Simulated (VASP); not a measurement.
# Pd (Fm-3m) in VASP: further runs, part 2 of 2

VASP 6.6.1. The steps go on from the part before.

### Step 4. Single point, PBE

Contents of INCAR:

```
SYSTEM = Pd
  ALGO = Fast
  EDIFF = 1E-7
  ENCUT = 520
  GGA = PE
  ISIF = 2
  ISMEAR = 0
  LASPH = .True.
  LCHARG = .False.
  LREAL = .False.
  LWAVE = .False.
  NBANDS = 11
  NELM = 80
  PREC = Accurate
  SIGMA = 0.028000000000000004
```

Contents of KPOINTS:

```
k-points
0
Gamma
  12 12 12
  0 0 0
```

Contents of POSCAR:

```
Pd
1.0
    0.0000000000      1.9465000000      1.9465000000
    1.9465000000      0.0000000000      1.9465000000
    1.9465000000      1.9465000000      0.0000000000
Pd
1
Direct
    0.0000000000      0.0000000000      0.0000000000
```

Potentials or basis: VASP PAW PBE potentials, release 64 (Pd).

The run is started by

```sh
> cat potpaw_PBE.64/Pd/POTCAR > POTCAR
> mpirun -np 1 vasp_std > vasp.out
```

OUTCAR:

```text
SYSTEM = Pd
   EDIFF = 1E-7
   ENCUT = 520
   GGA = PE
   ISIF = 2
   ISMEAR = 0
   LASPH = .True.
   LREAL = .False.
   NELM = 80
   PREC = Accurate

 ion  position               nearest neighbor table
   1  0.000  0.000  0.000-

  LATTYP: Found a face centered cubic cell.
 ALAT       =     3.8930000000

  Lattice vectors:

 A1 = (   0.0000000000,   1.9465000000,   1.9465000000)
 A2 = (   1.9465000000,   0.0000000000,   1.9465000000)
 A3 = (   1.9465000000,   1.9465000000,   0.0000000000)
[... 508 lines left out ...]
      2       6.4619      2.00000
      3       7.4261      2.00000
      4       7.8479      2.00000
      5       9.5219      2.00000
      6      13.4000      0.00000
      7      17.3722      0.00000
      8      25.6202      0.00000
      9      28.6580      0.00000
     10      29.6807      0.00000
     11      37.6372      0.00000

 [... further k-points ...]
[... 5 lines left out ...]
  --------------------------------------------------------------------------------------
  -------------------------------------------------------------------------------------
  Total        0.6011038      0.6011038      0.6011038      0.0000000      0.0000000      0.0000000
  in kB       65.2930290     65.2930290     65.2930290      0.0000000      0.0000000      0.0000000
  external PRESSURE =      65.2930290 kB  Pullay stress =       0.0000000 kB

 VOLUME and BASIS-vectors are now :
 -----------------------------------------------------------------------------
  energy-cutoff  :      520.00
  volume of cell :       14.75
      direct lattice vectors                 reciprocal lattice vectors
     0.000000000  1.946500000  1.946500000    -0.256871307  0.256871307  0.256871307
     1.946500000  0.000000000  1.946500000     0.256871307 -0.256871307  0.256871307
     1.946500000  1.946500000  0.000000000     0.256871307  0.256871307 -0.256871307

 POSITION                                       TOTAL-FORCE (eV/Angst)
 -----------------------------------------------------------------------------------
      0.00000      0.00000      0.00000        -0.000000     -0.000000     -0.000000
 -----------------------------------------------------------------------------------
    total drift:                                0.000000      0.000000      0.000000

  FREE ENERGIE OF THE ION-ELECTRON SYSTEM (eV)
  ---------------------------------------------------
  free  energy   TOTEN  =        -5.2084894628 eV

  energy  without entropy=       -5.2063841948  energy(sigma->0) =       -5.20743683
```

OSZICAR:

```text
N       E                     dE             d eps       ncg     rms          rms(c)
DAV:   1     0.414674957708E+02    0.41467E+02   -0.51259E+03  1592   0.849E+02
DAV:   2    -0.496419852925E+01   -0.46432E+02   -0.45044E+02  1734   0.180E+02
DAV:   3    -0.549244845845E+01   -0.52825E+00   -0.52699E+00  1916   0.210E+01
DAV:   4    -0.549458409747E+01   -0.21356E-02   -0.21353E-02  1914   0.139E+00
DAV:   5    -0.549460516227E+01   -0.21065E-04   -0.21066E-04  2068   0.124E-01    0.774E+00
RMM:   6    -0.522395240020E+01    0.27065E+00   -0.35871E-01  1664   0.558E+00    0.376E+00
RMM:   7    -0.521202983600E+01    0.11923E-01   -0.98448E-03  1855   0.113E+00    0.196E+00
RMM:   8    -0.520872495158E+01    0.33049E-02   -0.33226E-03  1815   0.517E-01    0.224E-01
RMM:   9    -0.520851052208E+01    0.21443E-03   -0.86432E-04  1995   0.265E-01    0.891E-02
RMM:  10    -0.520848822566E+01    0.22296E-04   -0.84250E-05  2004   0.786E-02    0.170E-02
RMM:  11    -0.520848900909E+01   -0.78343E-06   -0.19837E-05  2058   0.293E-02    0.661E-03
RMM:  12    -0.520848925082E+01   -0.24173E-06   -0.22228E-06  2013   0.112E-02    0.735E-03
RMM:  13    -0.520848949643E+01   -0.24562E-06   -0.79013E-07  2086   0.732E-03    0.120E-02
RMM:  14    -0.520848966322E+01   -0.16679E-06   -0.34722E-06  1882   0.172E-02    0.837E-03
RMM:  15    -0.520849044938E+01   -0.78616E-06   -0.24066E-07  1591   0.499E-03    0.122E-02
RMM:  16    -0.520848988527E+01    0.56411E-06   -0.23252E-07  1468   0.441E-03    0.732E-03
RMM:  17    -0.520848956215E+01    0.32313E-06   -0.15295E-07  1274   0.374E-03    0.309E-03
RMM:  18    -0.520848946281E+01    0.99333E-07   -0.42186E-08  1189   0.203E-03
   1 F= -.52084895E+01 E0= -.52074368E+01  d E =-.210527E-02
```

Wall time 14 s (1 thread of Intel Xeon Platinum 8488C (Sapphire Rapids), shared host); peak memory 0.13 GiB.

Results:

```
Free energy            : -5.2085 eV
Pressure               : 6.5 GPa
Band gap on the k mesh : zero (band 5 reaches 10.06 eV, above the bottom of band 6 at 8.48 eV)
```

### Step 5. The runs side by side

```tsv
smearing	gap on the mesh (eV)	pressure (GPa)
gaussian 0.026 eV	none	6.6
gaussian 0.02 eV	none	6.6
gaussian 0.028 eV	none	6.5
```

Alike in all rows: task single point; level PBE; potentials or basis VASP PAW PBE potentials, release 64 (Pd); no spin polarisation; cell as given; k mesh 12 × 12 × 12; cutoff (eV) 520.

Every run on the cell as given and a fine mesh finds a metal.

Total energies depend on the potentials used, so only differences within one code and one set of settings carry meaning.
